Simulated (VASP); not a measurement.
Wanted: the native input for a VASP 6.6.1 run.

```yaml
Task: single point
Functional: PBE
Potentials_or_basis: VASP PAW PBE potentials, release 64 (Sr_sv, Sb, O)
Cutoff: 520 eV
k_mesh: 4 × 4 × 4
Occupations: gaussian, width 0.1 eV
Spin: no spin polarisation
Dipole_correction: no
Further_INCAR_settings: ALGO = Normal; EDIFF = 1e-06; NBANDS = 42
```

The structure of Sr4SbO3 lies in POSCAR:

```
Sr4SbO3
1.0
    5.2501838900      0.0000000000      0.0000000000
    0.0000000000      5.2501838900      0.0000000000
    0.0000000000      0.0000000000      5.2501838900
Sr Sb O
4 1 3
Direct
    0.5000000000      0.0000000000      0.0000000000
    0.5000000000      0.5000000000      0.5000000000
    0.0000000000      0.0000000000      0.5000000000
    0.0000000000      0.5000000000      0.0000000000
    0.0000000000      0.0000000000      0.0000000000
    0.0000000000      0.5000000000      0.5000000000
    0.5000000000      0.0000000000      0.5000000000
    0.5000000000      0.5000000000      0.0000000000
```

One way to write it, as run:

INCAR

```
SYSTEM = Sr4SbO3
  PREC = Accurate
  ENCUT = 520
  EDIFF = 1E-6
  ISMEAR = 0
  SIGMA = 0.1
  LREAL = .FALSE.
  LASPH = .TRUE.
  NELM = 100
  ALGO = Normal
  ISIF = 2
  LWAVE = .FALSE.
  LCHARG = .TRUE.
  GGA = PE
  LELF = .TRUE.
  LVHAR = .TRUE.
  NBANDS = 42
```

KPOINTS

```
regular mesh
0
G
  4 4 4
  0 0 0
```

Potentials or basis: VASP PAW PBE potentials, release 64 (Sr_sv, Sb, O).

Command:

```sh
$ cat potpaw_PBE.64/Sr_sv/POTCAR potpaw_PBE.64/Sb/POTCAR potpaw_PBE.64/O/POTCAR > POTCAR
$ mpirun -np 1 vasp_std > vasp.out
```

Results of the run:

| Quantity | Value |
| --- | --- |
| Pressure | 25.8 GPa |

Caveat: an odd number of electrons without spin polarisation forces a metal; a magnetic or distorted state may lie lower.

Run time: 50 s on 1 thread of Intel(R) Xeon(R) Platinum 8488C (Sapphire Rapids) (shared host), peak memory 0.27 GiB.
